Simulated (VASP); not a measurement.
# Li4Sb4Ru (I4/m) in VASP: further runs

The runs below take Li4Sb4Ru through single point, with LDA.

Program: VASP 6.6.1. These are calculated values, not measurements. Logs are shortened: lines on timing, memory, paths and dates and some standing lists are left out, and cuts for length are marked.

## (1) The cell of the first run

It takes space group I4/m (No. 87, tetragonal). The conventional cell has a = 7.919 Å, b = 7.919 Å, c = 5.139 Å, α = 90.00°, β = 90.00°, γ = 90.00°. Within 3.1 Å of Li (site symmetry m) lie 5 Sb at 2.34 to 2.73 Å. Sb (site symmetry m) has 5 Li at 2.34 to 2.73 Å and 1 Ru at 2.37 Å within 3.1 Å. Ru (site symmetry 4/m) has 4 Sb at 2.37 Å within 3.1 Å.

## (2) Single point, LDA

File INCAR:

```
SYSTEM = Li4Sb4Ru
PREC = Accurate ; ENCUT = 520
EDIFF = 1E-7 ; ISMEAR = -1
SIGMA = 0.1 ; LREAL = .FALSE.
LASPH = .TRUE. ; NELM = 100
ALGO = Normal ; ISIF = 2
LWAVE = .FALSE. ; LCHARG = .TRUE.
LELF = .TRUE. ; LVHAR = .TRUE.
NBANDS = 33
```

File KPOINTS:

```
regular mesh
0
G
  4 4 4
  0 0 0
```

File POSCAR:

```
Li4Sb4Ru
1.0
    0.0000000000      0.0000000000      5.1388360000
    3.9593900000     -3.9593900000      2.5694180000
    3.9593900000      3.9593900000     -2.5694180000
Li Sb Ru
4 4 1
Direct
    0.2110000000      0.1840000000      0.6060000000
    0.3950000000      0.3940000000      0.1840000000
    0.7890000000      0.8160000000      0.3940000000
    0.6050000000      0.6060000000      0.8160000000
    0.2920000000      0.7740000000      0.3580000000
    0.0660000000      0.6420000000      0.7740000000
    0.7080000000      0.2260000000      0.6420000000
    0.9340000000      0.3580000000      0.2260000000
    0.0000000000      0.0000000000      0.0000000000
```

Potentials or basis: VASP PAW LDA potentials, release 64 (Li_sv, Sb, Ru_pv).

Launch:

```bash
cat potpaw_LDA.64/Li_sv/POTCAR potpaw_LDA.64/Sb/POTCAR potpaw_LDA.64/Ru_pv/POTCAR > POTCAR
mpirun -np 1 vasp_std > vasp.out
```

OUTCAR:

```text
SYSTEM = Li4Sb4Ru
   PREC = Accurate
   ENCUT = 520
   EDIFF = 1E-7
   ISMEAR = -1
   LREAL = .FALSE.
   LASPH = .TRUE.
   NELM = 100
   ISIF = 2

 ion  position               nearest neighbor table
   1  0.211  0.184  0.606-   8 2.34   7 2.59   7 2.59   5 2.68   6 2.73
   2  0.395  0.394  0.184-   5 2.34   8 2.59   8 2.59   6 2.68   7 2.73
   3  0.789  0.816  0.394-   6 2.34   5 2.59   5 2.59   7 2.68   8 2.73
   4  0.605  0.606  0.816-   7 2.34   6 2.59   6 2.59   8 2.68   5 2.73
   5  0.292  0.774  0.358-   2 2.34   9 2.37   3 2.59   3 2.59   1 2.68   4 2.73   6 3.35   8 3.35
                             7 3.46   8 3.55   6 3.55   6 3.55   8 3.55
   6  0.066  0.642  0.774-   3 2.34   9 2.37   4 2.59   4 2.59   2 2.68   1 2.73   5 3.35   7 3.35
                             8 3.46   7 3.55   5 3.55   5 3.55   7 3.55
   7  0.708  0.226  0.642-   4 2.34   9 2.37   1 2.59   1 2.59   3 2.68   2 2.73   8 3.35   6 3.35
                             5 3.46   6 3.55   8 3.55   8 3.55   6 3.55
   8  0.934  0.358  0.226-   1 2.34   9 2.37   2 2.59   2 2.59   4 2.68   3 2.73   5 3.35   7 3.35
                             6 3.46   5 3.55   7 3.55   7 3.55   5 3.55
   9  0.000  0.000  0.000-   5 2.37   6 2.37   7 2.37   8 2.37

  LATTYP: Found a body centered tetragonal cell.
 ALAT       =     7.9187800000
 C/A-ratio  =     0.6489428927

  Lattice vectors:

 A1 = (   3.9593900000,  -3.9593900000,  -2.5694180000)
 A2 = (  -3.9593900000,   3.9593900000,  -2.5694180000)
 A3 = (   3.9593900000,   3.9593900000,   2.5694180000)

Analysis of symmetry for initial positions (statically):
=====================================================================
 Subroutine PRICEL returns:
 Original cell was already a primitive cell.

 Routine SETGRP: Setting up the symmetry group for a
 body centered tetragonal supercell.

 Subroutine GETGRP returns: Found  8 space group operations
 (whereof  8 operations were pure point group operations)
 out of a pool of 16 trial point group operations.

The static configuration has the point symmetry C_4h.

Analysis of symmetry for dynamics (positions and initial velocities):
=====================================================================
 Subroutine PRICEL returns:
 Original cell was already a primitive cell.

 Routine SETGRP: Setting up the symmetry group for a
 body centered tetragonal supercell.

 Subroutine GETGRP returns: Found  8 space group operations
 (whereof  8 operations were pure point group operations)
 out of a pool of 16 trial point group operations.

The dynamic configuration has the point symmetry C_4h.

 Subroutine INISYM returns: Found  8 space group operations
[... 109 lines left out ...]
   TEBEG  =    0.0;   TEEND  =   0.0 temperature during run
   PSTRESS=    0.0 pullay stress
   NELECT =      46.0000    total number of electrons
   NUPDOWN=      -1.0000    fix difference up-down
   EMIN   =  10.00;   EMAX   =-10.00  energy-range for DOS
   EFERMI =   0.00;   METHOD = LEGACY
   ISMEAR =    -1;   SIGMA  =   0.10  broadening in eV -4-tet -1-fermi 0-gaus
   EFERMI_NEDOS =   21; number of points for ismear=-14 and -15
   IALGO  =     38    algorithm
   IMIX   =      4    mixing-type and parameters
     AMIX     =   0.40;   BMIX     =  1.00
     AMIX_MAG =   1.60;   BMIX_MAG =  1.00
  volume/ion in A,a.u.               =      17.90       120.81
  Fermi-wavevector in a.u.,A,eV,Ry     =   1.077979  2.037085 15.810499  1.162039
  Thomas-Fermi vector in A             =   2.213905
   LORBIT       =      0    0 simple, 1 ext, 2 COOP (PROOUT), +10 PAW based schemes
   GGA     = CA    functional components
   LHFCALC =     F    Hartree Fock is set to
   AEXX    =    0.0000 exact exchange contribution
   IVDW    =     0    specifies the selected vdW correction
   LEPSILON=     F    determine dielectric tensor
   LRPA    =     F    only Hartree local field effects (RPA)
 non-spin polarized calculation
  energy-cutoff  :      520.00
  volume of cell :      161.12
 maximum number of plane-waves:      4357
 NGX is ok and might be reduce to    40
   NGX = 19   NGY = 23   NGZ = 23

 number of electron      45.9999994 magnetization

 Free energy of the ion-electron system (eV)
  ---------------------------------------------------
  ext. energy  EPLUGINS =         0.00000000
  ---------------------------------------------------
  free energy    TOTEN  =       -35.73967016 eV

  energy without entropy =      -35.60306976  energy(sigma->0) =      -35.67136996

 E-fermi :   7.1882     XC(G=0): -10.2137

 val. band max:        7.1683036880   @ k =   0.0000   0.5000   0.0000
 cond. band min:       7.2833067828   @ k =   0.0000   0.2500   0.2500
 fundamental gap:      0.1150030948
 Fermi energy:         7.1881946199

 k-point     1 :       0.0000    0.0000    0.0000
  band No.  band energies     occupation
      1     -38.1692      2.00000
      2     -38.1642      2.00000
      3     -38.1638      2.00000
      4     -38.1638      2.00000
      5     -34.8690      2.00000
      6     -34.8690      2.00000
[... 493 lines left out ...]
     32      11.6156      0.00000
     33      12.2072      0.00000

------------------------ aborting loop because EDIFF is reached ----------------------------------------

  FORCE on cell =-STRESS in cart. coord.  units (eV):
  Direction    XX          YY          ZZ          XY          YZ          ZX
  --------------------------------------------------------------------------------------
  -------------------------------------------------------------------------------------
  Total       21.9826948     21.9826948      7.9573321     -0.0000002      0.0000000     -0.0000000
  in kB      218.5949855    218.5949855     79.1273729     -0.0000018      0.0000000     -0.0000000
  external PRESSURE =     172.1057813 kB  Pullay stress =       0.0000000 kB

 VOLUME and BASIS-vectors are now :
 -----------------------------------------------------------------------------
  energy-cutoff  :      520.00
  volume of cell :      161.12
      direct lattice vectors                 reciprocal lattice vectors
     0.000000000  0.000000000  5.138836000     0.000000000  0.126282079  0.194596597
     3.959390000 -3.959390000  2.569418000     0.126282079 -0.126282079  0.000000000
     3.959390000  3.959390000 -2.569418000     0.126282079  0.126282079  0.000000000

 POSITION                                       TOTAL-FORCE (eV/Angst)
 -----------------------------------------------------------------------------------
      3.12792      1.67086     -0.00000         0.631524      1.831901     -0.000000
      2.28853     -0.83147      2.56942        -1.831901      0.631524      0.000000
      4.79086     -1.67086      5.13884        -0.631524     -1.831901     -0.000000
      5.63025      0.83147      2.56942         1.831901     -0.631524      0.000000
      4.48203     -1.64711      2.56942         1.461655      2.264539     -0.000000
      5.60650      0.52264      0.00000        -2.264539      1.461655      0.000000
      3.43675      1.64711      2.56942        -1.461655     -2.264539      0.000000
      2.31228     -0.52264      5.13884         2.264539     -1.461655      0.000000
      0.00000      0.00000      0.00000        -0.000000     -0.000000      0.000000
 -----------------------------------------------------------------------------------
    total drift:                               -0.000000     -0.000000      0.000000

  FREE ENERGIE OF THE ION-ELECTRON SYSTEM (eV)
  ---------------------------------------------------
  free  energy   TOTEN  =       -35.7396701593 eV

  energy  without entropy=      -35.6030697559  energy(sigma->0) =      -35.67136996
```

OSZICAR:

```text
N       E                     dE             d eps       ncg     rms          rms(c)
DAV:   1     0.353597247815E+03    0.35360E+03   -0.19562E+04  1020   0.132E+03
DAV:   2    -0.867653575617E+00   -0.35446E+03   -0.33965E+03  1100   0.340E+02
DAV:   3    -0.314896975905E+02   -0.30622E+02   -0.29670E+02  1331   0.793E+01
DAV:   4    -0.358744280632E+02   -0.43847E+01   -0.43063E+01  1648   0.269E+01
DAV:   5    -0.361342208029E+02   -0.25979E+00   -0.25973E+00  1264   0.579E+00    0.136E+01
DAV:   6    -0.362084417015E+02   -0.74221E-01   -0.29998E+00  1119   0.107E+01    0.656E+00
DAV:   7    -0.359416158737E+02    0.26683E+00   -0.28059E+00  1052   0.115E+01    0.693E+00
DAV:   8    -0.357399251292E+02    0.20169E+00   -0.70735E-01  1110   0.482E+00    0.509E-01
DAV:   9    -0.357400885611E+02   -0.16343E-03   -0.27506E-02  1223   0.778E-01    0.195E-01
DAV:  10    -0.357397424569E+02    0.34610E-03   -0.42524E-03  1239   0.291E-01    0.956E-02
DAV:  11    -0.357396736062E+02    0.68851E-04   -0.67318E-04  1136   0.142E-01    0.508E-02
DAV:  12    -0.357396722717E+02    0.13345E-05   -0.84417E-05  1215   0.570E-02    0.249E-02
DAV:  13    -0.357396701147E+02    0.21570E-05   -0.13377E-05  1328   0.243E-02    0.557E-03
DAV:  14    -0.357396701320E+02   -0.17298E-07   -0.10095E-06  1200   0.467E-03    0.197E-03
DAV:  15    -0.357396701593E+02   -0.27252E-07   -0.91495E-08   758   0.168E-03
   1 F= -.35739670E+02 E0= -.35671370E+02  d E =-.136600E+00
```

Run time: 92 s. Hardware: 1 thread of AMD EPYC 7R43 (Zen 3), shared host; peak memory 0.23 GiB.

What came out:

* Free energy: -35.7397 eV
* Largest force: 2.695 eV/Å
* Band gap on the k mesh: zero (band 23 reaches 7.63 eV, above the bottom of band 24 at 7.03 eV)

Forces in eV/Å, atoms in the order of the input:
```
Li   0.632  1.832  0.000
Li  -1.832  0.632  0.000
Li  -0.632 -1.832  0.000
Li   1.832 -0.632  0.000
Sb   1.462  2.265  0.000
Sb  -2.265  1.462  0.000
Sb  -1.462 -2.265  0.000
Sb   2.265 -1.462  0.000
Ru   0.000  0.000  0.000
```

Caveat: the k points lie up to 0.36 Å⁻¹ apart; the cutoff is under 1.25 times the usual one of these potentials, so pressure, stress and relaxed cells hold a basis-set (Pulay) error; spin-orbit coupling is left out, which moves the levels of the heavy elements; forces of over 1 eV/Å act on the atoms, so gaps and moduli don't describe the material at rest.

## (3) Single point, LDA

File INCAR:

```
SYSTEM = Li4Sb4Ru
  ALGO = Normal
  EDIFF = 1E-6
  ENCUT = 520
  GGA = CA
  ISIF = 2
  ISMEAR = -1
  LASPH = .TRUE.
  LCHARG = .FALSE.
  LREAL = .FALSE.
  LWAVE = .FALSE.
  NBANDS = 33
  NELM = 80
  PREC = Accurate
  SIGMA = 0.1
```

File KPOINTS:

```
k-points
0
G
  4 4 4
  0 0 0
```

POSCAR is that of step 2.

Potentials or basis: VASP PAW LDA potentials, release 64 (Li_sv, Sb, Ru_pv).

Launch:

```bash
cat potpaw_LDA.64/Li_sv/POTCAR potpaw_LDA.64/Sb/POTCAR potpaw_LDA.64/Ru_pv/POTCAR > POTCAR
mpirun -np 1 vasp_std > vasp.out
```

Wall time 78 s (1 thread of AMD EPYC 7R43 (Zen 3), shared host); peak memory 0.23 GiB.

The run converged. Its results:

* Free energy: -35.7397 eV
* Largest force: 2.695 eV/Å
* Band gap on the k mesh: zero (band 23 reaches 7.63 eV, above the bottom of band 24 at 7.03 eV)

Forces in eV/Å, atoms in the order of the input:
```
Li   0.631  1.832  0.000
Li  -1.832  0.631  0.000
Li  -0.631 -1.832  0.000
Li   1.832 -0.631  0.000
Sb   1.462  2.265  0.000
Sb  -2.265  1.462  0.000
Sb  -1.462 -2.265  0.000
Sb   2.265 -1.462  0.000
Ru   0.000  0.000  0.000
```

Levels at points of the mesh, in eV from the Fermi level:
```
           k point  band 21  band 22  band 23  band 24  band 25  band 26
(0.00, 0.00, 0.00)    -0.75    -0.48    -0.12    -0.12     0.52     1.35
(0.50, 0.00, 0.00)    -0.56    -0.42    -0.19     0.60     0.84     1.12
(0.00, 0.50, 0.00)    -0.87    -0.84    -0.83    -0.02     0.33     0.71
(0.00, 0.50, 0.50)    -0.09     0.19     0.24     0.24     0.43     0.43
```

Caveat: the k points lie up to 0.36 Å⁻¹ apart; the cutoff is under 1.25 times the usual one of these potentials, so pressure, stress and relaxed cells hold a basis-set (Pulay) error; spin-orbit coupling is left out, which moves the levels of the heavy elements; forces of over 1 eV/Å act on the atoms, so gaps and moduli don't describe the material at rest.
